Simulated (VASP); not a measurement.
A run of VASP 6.6.1 is set up as follows.

The input INCAR:

```
SYSTEM = SiH2Cl2
  GGA = PE
  ISMEAR = 0
  SIGMA = 0.03
  LWAVE = .False.
  LCHARG = .False.
  ISIF = 0
  PREC = Accurate
  LASPH = .True.
  LREAL = .False.
  ALGO = Normal
  EDIFF = 1E-8
  NELM = 120
  GGA_COMPAT = .False.
  ENCUT = 590
  EFERMI = MIDGAP
  NBANDS = 36
```

KPOINTS

```
k-points
0
Gamma
  1 1 1
```

File POSCAR:

```
SiH2Cl2
1.0
   12.0000000000      0.0000000000      0.0000000000
    0.0000000000     12.0000000000      0.0000000000
    0.0000000000      0.0000000000     12.0000000000
Cl Si H
2 1 2
Direct
    0.3997250000      0.4758583300      0.6250541700
    0.4194666700      0.6083750000      0.3806125000
    0.4974666700      0.5026666700      0.4885375000
    0.5154000000      0.3951250000      0.4316791700
    0.6024416700      0.5550250000      0.5295625000
```

Potentials or basis: VASP PAW PBE potentials, release 64 (Cl, Si, H).

Launch:

```bash
$ cat potpaw_PBE.64/Cl/POTCAR potpaw_PBE.64/Si/POTCAR potpaw_PBE.64/H/POTCAR > POTCAR
$ mpirun -np 1 vasp_gam > vasp.out
```

(1) What does it give for the largest force?

(2) Predict the gap between the frontier levels.

## Answers

(1) 0.327 eV/Å.

(2) 6.60 eV.

Caveat: the cell differs from its parent crystal (last atom moved by 0.05 Å along z).
